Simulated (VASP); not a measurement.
Crystal: Zr.

```
CELL_PARAMETERS angstrom
3.23200 0.00000 0.00000
-1.61600 2.79899 0.00000
0.00000 0.00000 5.14700
ATOMIC_POSITIONS crystal
Zr 0.33333 0.66667 0.25000
Zr 0.66667 0.33333 0.75000
```

- Program: VASP 6.6.1
- Task: relaxation of cell and atoms
- Functional: LDA
- Potentials or basis: VASP PAW LDA potentials, release 64 (Zr_sv)
- Cutoff: 600 eV
- k mesh: 15 × 15 × 8
- Occupations: gaussian, width 0.1 eV
- Spin: no spin polarisation

At the start: pressure -6.0 GPa; volume 23.28 Å³/atom.

Question: Where does the relaxation end?

Answer: Over 10 steps the energy falls by 29.5 meV/atom and the volume is 21.80 Å³/atom (-6.4 %); space group P6_3/mmc (No. 194, to 0.05 Å).

Step by step:
```csv
step,energy change (eV),largest force (eV/Å),pressure (GPa),volume (Å³)
1,0.0000,0.0000,-6.02,46.56
2,0.0037,0.0000,7.48,40.91
3,-0.0572,0.0000,-0.04,43.69
4,-0.0572,0.0000,0.09,43.63
5,-0.0586,0.0000,0.07,43.61
6,-0.0590,0.0000,0.04,43.58
7,-0.0590,0.0000,0.04,43.58
8,-0.0590,0.0000,0.03,43.58
9,-0.0590,0.0000,-0.05,43.61
10,-0.0590,0.0000,0.01,43.60
```

Final structure:
```cif
data_structure
_symmetry_space_group_name_H-M 'P 1'
_symmetry_Int_Tables_number 1
_cell_length_a 3.1428
_cell_length_b 3.1428
_cell_length_c 5.0969
_cell_angle_alpha 90.000
_cell_angle_beta 90.000
_cell_angle_gamma 120.000
_cell_volume 43.60
loop_
_atom_site_label
_atom_site_type_symbol
_atom_site_fract_x
_atom_site_fract_y
_atom_site_fract_z
_atom_site_occupancy
Zr1 Zr 0.33333 0.66667 0.25000 1
Zr2 Zr 0.66667 0.33333 0.75000 1
```
